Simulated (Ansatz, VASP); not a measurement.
**Si2W: VASP beside Ansatz**

```
Si W
1.0
     3.22914    0.00000    0.00000
     0.00000    3.22914    0.00000
     0.00000    0.00000   25.46974
Si W
6 3
Direct
  0.00000 0.00000 0.29447
  0.00000 0.00000 0.39666
  0.50000 0.50000 0.44890
  0.50000 0.50000 0.55110
  0.00000 0.00000 0.60334
  0.00000 0.00000 0.70553
  0.50000 0.50000 0.34556
  0.00000 0.00000 0.50000
  0.50000 0.50000 0.65444
```

Alike in both runs: task single point; functional PBE; k mesh 11 × 11 × 1; occupations gaussian, width 0.1 eV; no spin polarisation.

|  | VASP | Ansatz |
| --- | --- | --- |
| version | VASP 6.6.1 | Ansatz 0.2.0 |
| potentials or method | VASP PAW PBE potentials, release 64 (Si, W_sv), cutoff 520 eV | scalar-relativistic, plane waves, PAW |
| valence electrons in the cell | 66 | 66 |

|  | VASP | Ansatz | Ansatz less VASP |
| --- | --- | --- | --- |
| gap on the k mesh at the Fermi level (eV) | none | none | - |
| rms of the force components (eV/Å) | 0.172 | 0.172 | -0.0007 |

A gap of «none» marks a metal or a gap that the smearing closes. Ansatz's warnings: xc potential rough in thin density.

Spin-orbit coupling is off throughout.
